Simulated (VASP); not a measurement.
# MgF2 (P4_2/mnm) in VASP: notebook, part 2 of 2

VASP 6.6.1. Earlier steps stand in the parts before.

## (4) Single point, r2SCAN

This run uses another cell than the first one, of 10.44 Å³/atom.

POSCAR reads:

```
MgF2
1.0
    4.5634018900      0.0000000000      0.0000000000
    0.0000000000      4.5634018900      0.0000000000
    0.0000000000      0.0000000000      3.0081417300
Mg F
2 4
Direct
    0.0000000000      0.0000000000      0.0000000000
    0.5000000000      0.5000000000      0.5000000000
    0.3022114630      0.3022114630      0.0000000000
    0.1977885370      0.8022114630      0.5000000000
    0.6977885370      0.6977885370      0.0000000000
    0.8022114630      0.1977885370      0.5000000000
```

INCAR.step1 reads:

```
ALGO = Normal
EDIFF = 1E-5
ENCUT = 660
GGA = PE
GGA_COMPAT = F
ISMEAR = -1
LASPH = T
LCHARG = F
LREAL = F
LWAVE = T
NBANDS = 25
NELM = 120
PREC = Accurate
SIGMA = 0.02
```

INCAR.step2 reads:

```
ALGO = Normal
EDIFF = 1E-6
ENCUT = 660
GGA_COMPAT = F
ISIF = 2
ISMEAR = -1
ISTART = 1
LASPH = T
LCHARG = F
LMIXTAU = T
LREAL = F
LWAVE = F
METAGGA = R2SCAN
NBANDS = 25
NELM = 120
PREC = Accurate
SIGMA = 0.02
```

KPOINTS reads:

```
k-points
0
Gamma
  6 6 10
```

Potentials or basis: VASP PAW PBE potentials, release 64 (Mg, F).

Command:

```
$ cat potpaw_PBE.64/Mg/POTCAR potpaw_PBE.64/F/POTCAR > POTCAR
$ cp INCAR.step1 INCAR
$ mpirun -np 1 vasp_std > vasp.out
$ cp INCAR.step2 INCAR
$ mpirun -np 1 vasp_std > vasp.out
```

OUTCAR:

```text
EDIFF = 1E-6
   ENCUT = 660
   ISIF = 2
   ISMEAR = -1
   ISTART = 1
   LASPH = T
   LREAL = F
   METAGGA = R2SCAN
   NELM = 120
   PREC = Accurate

 ion  position               nearest neighbor table
   1  0.000  0.000  0.000-   3 1.95   5 1.95   4 1.97   6 1.97   4 1.97   6 1.97   2 3.56   2 3.56
                             2 3.56   2 3.56   2 3.56   2 3.56   2 3.56   2 3.56
   2  0.500  0.500  0.500-   4 1.95   6 1.95   5 1.97   3 1.97   3 1.97   5 1.97   1 3.56   1 3.56
                             1 3.56   1 3.56   1 3.56   1 3.56   1 3.56   1 3.56
   3  0.302  0.302  0.000-   1 1.95   2 1.97   2 1.97
   4  0.198  0.802  0.500-   2 1.95   1 1.97   1 1.97
   5  0.698  0.698  0.000-   1 1.95   2 1.97   2 1.97
   6  0.802  0.198  0.500-   2 1.95   1 1.97   1 1.97

  LATTYP: Found a simple tetragonal cell.
 ALAT       =     4.5634018900
 C/A-ratio  =     0.6591884306

  Lattice vectors:

 A1 = (   4.5634018900,   0.0000000000,   0.0000000000)
 A2 = (   0.0000000000,   4.5634018900,   0.0000000000)
 A3 = (   0.0000000000,   0.0000000000,   3.0081417300)

Analysis of symmetry for initial positions (statically):
=====================================================================
 Subroutine PRICEL returns:
[... 188 lines left out ...]
 k-point     1 :       0.0000    0.0000    0.0000
  band No.  band energies     occupation
      1     -23.6311      2.00000
      2     -22.7794      2.00000
      3     -22.7794      2.00000
      4     -22.6742      2.00000
      5      -5.8167      2.00000
      6      -4.2973      2.00000
[... 661 lines left out ...]
     24      16.6775      0.00000
     25      17.8513      0.00000

 [... further k-points ...]

------------------------ aborting loop because EDIFF is reached ----------------------------------------

  FORCE on cell =-STRESS in cart. coord.  units (eV):
  Direction    XX          YY          ZZ          XY          YZ          ZX
  --------------------------------------------------------------------------------------
  -------------------------------------------------------------------------------------
  Total        1.0856986      1.0856986      1.1793674      0.0000000      0.0000000      0.0000000
  in kB       27.7679687     27.7679687     30.1636546      0.0000000      0.0000000      0.0000000
  external PRESSURE =      28.5665307 kB  Pullay stress =       0.0000000 kB

 VOLUME and BASIS-vectors are now :
 -----------------------------------------------------------------------------
  energy-cutoff  :      660.00
  volume of cell :       62.64
      direct lattice vectors                 reciprocal lattice vectors
     4.563401890  0.000000000  0.000000000     0.219134765  0.000000000  0.000000000
     0.000000000  4.563401890  0.000000000     0.000000000  0.219134765  0.000000000
     0.000000000  0.000000000  3.008141730     0.000000000  0.000000000  0.332431145

 POSITION                                       TOTAL-FORCE (eV/Angst)
 -----------------------------------------------------------------------------------
      0.00000      0.00000      0.00000         0.000000      0.000000      0.000000
      2.28170      2.28170      1.50407         0.000000      0.000000      0.000000
      1.37911      1.37911      0.00000         0.008572      0.008572      0.000000
      0.90259      3.66081      1.50407        -0.008572      0.008572      0.000000
      3.18429      3.18429      0.00000        -0.008572     -0.008572     -0.000000
      3.66081      0.90259      1.50407         0.008572     -0.008572     -0.000000
 -----------------------------------------------------------------------------------
    total drift:                                0.000000      0.000000      0.000000

  FREE ENERGIE OF THE ION-ELECTRON SYSTEM (eV)
  ---------------------------------------------------
  free  energy   TOTEN  =       -43.8392381184 eV

  energy  without entropy=      -43.8392381184  energy(sigma->0) =      -43.83923812
```

OUTCAR.step1:

```text
EDIFF = 1E-5
   ENCUT = 660
   GGA = PE
   ISMEAR = -1
   LASPH = T
[... 912 lines left out ...]
      1.37911      1.37911      0.00000        -0.014570     -0.014570     -0.000000
      0.90259      3.66081      1.50407         0.014570     -0.014570      0.000000
      3.18429      3.18429      0.00000         0.014570      0.014570      0.000000
      3.66081      0.90259      1.50407        -0.014570      0.014570      0.000000
 -----------------------------------------------------------------------------------
    total drift:                                0.000000      0.000000      0.000000

  FREE ENERGIE OF THE ION-ELECTRON SYSTEM (eV)
  ---------------------------------------------------
  free  energy   TOTEN  =       -31.4239551542 eV

  energy  without entropy=      -31.4239551542  energy(sigma->0) =      -31.42395515
```

OSZICAR.step1:

```text
N       E                     dE             d eps       ncg     rms          rms(c)
DAV:   1     0.205419081283E+03    0.20542E+03   -0.20413E+04  3088   0.147E+03
DAV:   2    -0.233536383357E+02   -0.22877E+03   -0.21976E+03  3698   0.320E+02
DAV:   3    -0.339281614394E+02   -0.10575E+02   -0.10539E+02  3791   0.646E+01
DAV:   4    -0.339916123795E+02   -0.63451E-01   -0.63444E-01  3313   0.564E+00
DAV:   5    -0.339919248271E+02   -0.31245E-03   -0.31244E-03  3665   0.392E-01    0.101E+01
DAV:   6    -0.313735985838E+02    0.26183E+01   -0.79358E+00  3401   0.205E+01    0.295E+00
DAV:   7    -0.313934894298E+02   -0.19891E-01   -0.98562E-02  3222   0.205E+00    0.191E+00
DAV:   8    -0.314234186507E+02   -0.29929E-01   -0.54337E-02  3135   0.233E+00    0.215E-01
DAV:   9    -0.314234293185E+02   -0.10668E-04   -0.11481E-03  3889   0.246E-01    0.843E-02
DAV:  10    -0.314239573778E+02   -0.52806E-03   -0.56666E-04  3100   0.169E-01    0.221E-02
DAV:  11    -0.314239551542E+02    0.22236E-05   -0.10536E-05  2857   0.287E-02
   1 F= -.31423955E+02 E0= -.31423955E+02  d E =-.119555E-11
```

It took 5.7 min on 1 thread of Oxide Virtual Turin-like, shared host; peak memory 0.25 GiB.

Results:

* Free energy: -43.8392 eV
* Pressure: 2.9 GPa
* Largest force: 0.012 eV/Å
* Band gap on the k mesh: 8.31 eV

Forces on the atoms (eV/Å):
```
Mg   0.000  0.000  0.000
Mg   0.000  0.000  0.000
F    0.009  0.009  0.000
F   -0.009  0.009  0.000
F   -0.009 -0.009  0.000
F    0.009 -0.009  0.000
```

Levels at points of the mesh, in eV from the valence-band top:
```tsv
k point	band 13	band 14	band 15	band 16	band 17	band 18	band 19	band 20
(0.00, 0.00, 0.00)	-0.73	-0.33	-0.33	0.00	8.31	13.54	13.54	15.04
(0.50, 0.00, 0.00)	-1.01	-1.01	-0.40	-0.40	10.79	10.79	14.85	14.85
(0.50, 0.50, 0.00)	-1.00	-1.00	-0.84	-0.84	12.52	12.52	12.75	12.75
(0.00, 0.00, 0.50)	-1.25	-1.25	-0.91	-0.91	13.22	13.22	16.36	16.36
(0.50, 0.00, 0.50)	-0.77	-0.77	-0.72	-0.72	14.10	14.10	14.98	14.98
(0.50, 0.50, 0.50)	-0.66	-0.66	-0.50	-0.50	14.51	14.51	14.96	14.96
```

Caveat: the PAW data sets were made with another functional, which shifts forces and pressure a little. r2SCAN opens gaps a little over a GGA but as a rule still falls short of measured ones.

## (5) Single point, r2SCAN

This run uses another cell than the first one, of 10.66 Å³/atom.

POSCAR reads:

```
MgF2
1.0
    4.5948746200      0.0000000000      0.0000000000
    0.0000000000      4.5948746200      0.0000000000
    0.0000000000      0.0000000000      3.0288881900
Mg F
2 4
Direct
    0.0000000000      0.0000000000      0.0000000000
    0.5000000000      0.5000000000      0.5000000000
    0.3025716710      0.3025716710      0.0000000000
    0.1974283290      0.8025716710      0.5000000000
    0.6974283290      0.6974283290      0.0000000000
    0.8025716710      0.1974283290      0.5000000000
```

INCAR.step1 reads:

```
SYSTEM = MgF2
PREC = Accurate ; ENCUT = 660
ISMEAR = -1 ; SIGMA = 0.02
LREAL = .FALSE. ; LASPH = .TRUE.
NELM = 120 ; NBANDS = 25
GGA = PE ; ALGO = Normal
EDIFF = 1E-5 ; LWAVE = .TRUE.
LCHARG = .FALSE. ; GGA_COMPAT = .FALSE.
```

INCAR.step2 reads:

```
SYSTEM = MgF2
PREC = Accurate ; ENCUT = 660
EDIFF = 1E-6 ; ISMEAR = -1
SIGMA = 0.02 ; LREAL = .FALSE.
LASPH = .TRUE. ; NELM = 120
ALGO = Normal ; ISIF = 2
LWAVE = .FALSE. ; LCHARG = .FALSE.
METAGGA = R2SCAN ; LMIXTAU = .TRUE.
NBANDS = 25 ; ISTART = 1
GGA_COMPAT = .FALSE.
```

KPOINTS reads:

```
regular mesh
0
G
  6 6 10
  0 0 0
```

Potentials or basis: VASP PAW PBE potentials, release 64 (Mg, F).

Command:

```
$ cat potpaw_PBE.64/Mg/POTCAR potpaw_PBE.64/F/POTCAR > POTCAR
$ cp INCAR.step1 INCAR
$ mpirun -np 1 vasp_std > vasp.out
$ cp INCAR.step2 INCAR
$ mpirun -np 1 vasp_std > vasp.out
```

OUTCAR:

```text
SYSTEM = MgF2
   PREC = Accurate
   ENCUT = 660
   EDIFF = 1E-6
   ISMEAR = -1
   LREAL = .FALSE.
   LASPH = .TRUE.
   NELM = 120
   ISIF = 2
   METAGGA = R2SCAN
   ISTART = 1

 ion  position               nearest neighbor table
   1  0.000  0.000  0.000-   3 1.97   5 1.97   4 1.98   6 1.98   4 1.98   6 1.98   2 3.58   2 3.58
                             2 3.58   2 3.58   2 3.58   2 3.58   2 3.58   2 3.58
   2  0.500  0.500  0.500-   4 1.97   6 1.97   5 1.98   3 1.98   3 1.98   5 1.98   1 3.58   1 3.58
                             1 3.58   1 3.58   1 3.58   1 3.58   1 3.58   1 3.58
   3  0.303  0.303  0.000-   1 1.97   2 1.98   2 1.98
   4  0.197  0.803  0.500-   2 1.97   1 1.98   1 1.98
   5  0.697  0.697  0.000-   1 1.97   2 1.98   2 1.98
   6  0.803  0.197  0.500-   2 1.97   1 1.98   1 1.98

  LATTYP: Found a simple tetragonal cell.
 ALAT       =     4.5948746200
 C/A-ratio  =     0.6591884307

  Lattice vectors:

 A1 = (   4.5948746200,   0.0000000000,   0.0000000000)
 A2 = (   0.0000000000,   4.5948746200,   0.0000000000)
 A3 = (   0.0000000000,   0.0000000000,   3.0288881900)

Analysis of symmetry for initial positions (statically):
=====================================================================
 Subroutine PRICEL returns:
 Original cell was already a primitive cell.

 Routine SETGRP: Setting up the symmetry group for a
 simple tetragonal supercell.

 Subroutine GETGRP returns: Found 16 space group operations
 (whereof  8 operations were pure point group operations)
 out of a pool of 16 trial point group operations.

The static configuration has the point symmetry D_2h.
 The point group associated with its full space group is D_4h.

Analysis of symmetry for dynamics (positions and initial velocities):
=====================================================================
 Subroutine PRICEL returns:
 Original cell was already a primitive cell.

 Routine SETGRP: Setting up the symmetry group for a
 simple tetragonal supercell.

 Subroutine GETGRP returns: Found 16 space group operations
 (whereof  8 operations were pure point group operations)
 out of a pool of 16 trial point group operations.
[... 134 lines left out ...]
   LORBIT       =      0    0 simple, 1 ext, 2 COOP (PROOUT), +10 PAW based schemes
   METAGGA = R2SCAN    functional components
   LHFCALC =     F    Hartree Fock is set to
   AEXX    =    0.0000 exact exchange contribution
   IVDW    =     0    specifies the selected vdW correction
   LEPSILON=     F    determine dielectric tensor
   LRPA    =     F    only Hartree local field effects (RPA)
 non-spin polarized calculation
  energy-cutoff  :      660.00
  volume of cell :       63.95
 maximum number of plane-waves:      2493
 NGX is ok and might be reduce to    40
   NGX = 19   NGY = 19   NGZ = 13

 number of electron      32.0000013 magnetization

 Free energy of the ion-electron system (eV)
  ---------------------------------------------------
  ext. energy  EPLUGINS =         0.00000000
  ---------------------------------------------------
  free energy    TOTEN  =       -43.85791677 eV

  energy without entropy =      -43.85791677  energy(sigma->0) =      -43.85791677

 E-fermi :  -1.2388     XC(G=0): -10.3486

 val. band max:       -1.7416442762   @ k =   0.0000   0.0000   0.0000
 cond. band min:       6.4164357272   @ k =   0.0000   0.0000   0.0000
 fundamental gap:      8.1580800034
 Fermi energy:        -1.2388100658

 k-point     1 :       0.0000    0.0000    0.0000
  band No.  band energies     occupation
      1     -23.6799      2.00000
      2     -22.8666      2.00000
      3     -22.8666      2.00000
      4     -22.7692      2.00000
      5      -5.8620      2.00000
      6      -4.3353      2.00000
[... 661 lines left out ...]
     24      16.3115      0.00000
     25      17.5390      0.00000

 [... further k-points ...]

------------------------ aborting loop because EDIFF is reached ----------------------------------------

  FORCE on cell =-STRESS in cart. coord.  units (eV):
  Direction    XX          YY          ZZ          XY          YZ          ZX
  --------------------------------------------------------------------------------------
  -------------------------------------------------------------------------------------
  Total        0.1668551      0.1668551      0.1746571     -0.0000000      0.0000000      0.0000000
  in kB        4.1804153      4.1804153      4.3758885     -0.0000000      0.0000000      0.0000000
  external PRESSURE =       4.2455731 kB  Pullay stress =       0.0000000 kB

 VOLUME and BASIS-vectors are now :
 -----------------------------------------------------------------------------
  energy-cutoff  :      660.00
  volume of cell :       63.95
      direct lattice vectors                 reciprocal lattice vectors
     4.594874620  0.000000000  0.000000000     0.217633795  0.000000000  0.000000000
     0.000000000  4.594874620  0.000000000     0.000000000  0.217633795  0.000000000
     0.000000000  0.000000000  3.028888190     0.000000000  0.000000000  0.330154148

 POSITION                                       TOTAL-FORCE (eV/Angst)
 -----------------------------------------------------------------------------------
      0.00000      0.00000      0.00000         0.000000      0.000000     -0.000000
      2.29744      2.29744      1.51444         0.000000      0.000000     -0.000000
      1.39028      1.39028      0.00000         0.008013      0.008013     -0.000000
      0.90716      3.68772      1.51444        -0.008013      0.008013     -0.000000
      3.20460      3.20460      0.00000        -0.008013     -0.008013      0.000000
      3.68772      0.90716      1.51444         0.008013     -0.008013      0.000000
 -----------------------------------------------------------------------------------
    total drift:                                0.000000      0.000000      0.000000

  FREE ENERGIE OF THE ION-ELECTRON SYSTEM (eV)
  ---------------------------------------------------
  free  energy   TOTEN  =       -43.8579167679 eV

  energy  without entropy=      -43.8579167679  energy(sigma->0) =      -43.85791677
```

OSZICAR.step1:

```text
N       E                     dE             d eps       ncg     rms          rms(c)
DAV:   1     0.197795214788E+03    0.19780E+03   -0.20446E+04  3144   0.146E+03
DAV:   2    -0.240853236504E+02   -0.22188E+03   -0.21300E+03  3651   0.316E+02
DAV:   3    -0.339965704047E+02   -0.99112E+01   -0.98809E+01  3793   0.628E+01
DAV:   4    -0.340557077710E+02   -0.59137E-01   -0.59129E-01  3361   0.543E+00
DAV:   5    -0.340560077463E+02   -0.29998E-03   -0.29997E-03  3740   0.383E-01    0.100E+01
DAV:   6    -0.314379913431E+02    0.26180E+01   -0.80078E+00  3399   0.205E+01    0.297E+00
DAV:   7    -0.314566407847E+02   -0.18649E-01   -0.90449E-02  3228   0.198E+00    0.192E+00
DAV:   8    -0.314860366444E+02   -0.29396E-01   -0.56641E-02  3090   0.235E+00    0.212E-01
DAV:   9    -0.314861058487E+02   -0.69204E-04   -0.10864E-03  3906   0.237E-01    0.853E-02
DAV:  10    -0.314866510302E+02   -0.54518E-03   -0.55941E-04  3082   0.169E-01    0.201E-02
DAV:  11    -0.314866497473E+02    0.12829E-05   -0.89154E-06  2875   0.265E-02
   1 F= -.31486650E+02 E0= -.31486650E+02  d E =-.130033E-12
```

Run time: 4.7 min. Hardware: 1 thread of Oxide Virtual Turin-like, shared host; peak memory 0.25 GiB.

What came out:

| Property | Result |
| --- | --- |
| Free energy | -43.8579 eV |
| Pressure | 0.4 GPa |
| Largest force | 0.011 eV/Å |
| Band gap on the k mesh | 8.16 eV |

Forces on the atoms (eV/Å):
```
Mg   0.000  0.000  0.000
Mg   0.000  0.000  0.000
F    0.008  0.008  0.000
F   -0.008  0.008  0.000
F   -0.008 -0.008  0.000
F    0.008 -0.008  0.000
```

Caveat: the PAW data sets were made with another functional, which shifts forces and pressure a little. r2SCAN opens gaps a little over a GGA but as a rule still falls short of measured ones.

## (6) Overview

| cell | k mesh | gap on the mesh (eV) | pressure (GPa) | largest force (eV/Å) |
| --- | --- | --- | --- | --- |
| a = 4.626, b = 4.626, c = 3.049 Å, 6 atoms, atomic positions A | 6 × 6 × 8 | 8.01 | -1.8 | 0.01 |
| a = 4.531, b = 4.531, c = 2.987 Å, 6 atoms, atomic positions B | 6 × 6 × 10 | 8.46 | 5.6 | 0.01 |
| a = 4.563, b = 4.563, c = 3.008 Å, 6 atoms, atomic positions C | 6 × 6 × 10 | 8.31 | 2.9 | 0.01 |
| a = 4.595, b = 4.595, c = 3.029 Å, 6 atoms, atomic positions D | 6 × 6 × 10 | 8.16 | 0.4 | 0.01 |

Alike in all rows: task single point; level r2SCAN; potentials or basis VASP PAW PBE potentials, release 64 (Mg, F); no spin polarisation; cutoff (eV) 660; smearing fermi-dirac 0.02 eV.

Caveats: the PAW data sets were made with another functional, which shifts forces and pressure a little; the cell stands under pressure (at least some runs).

Total energies depend on the potentials used, so only differences within one code and one set of settings carry meaning.
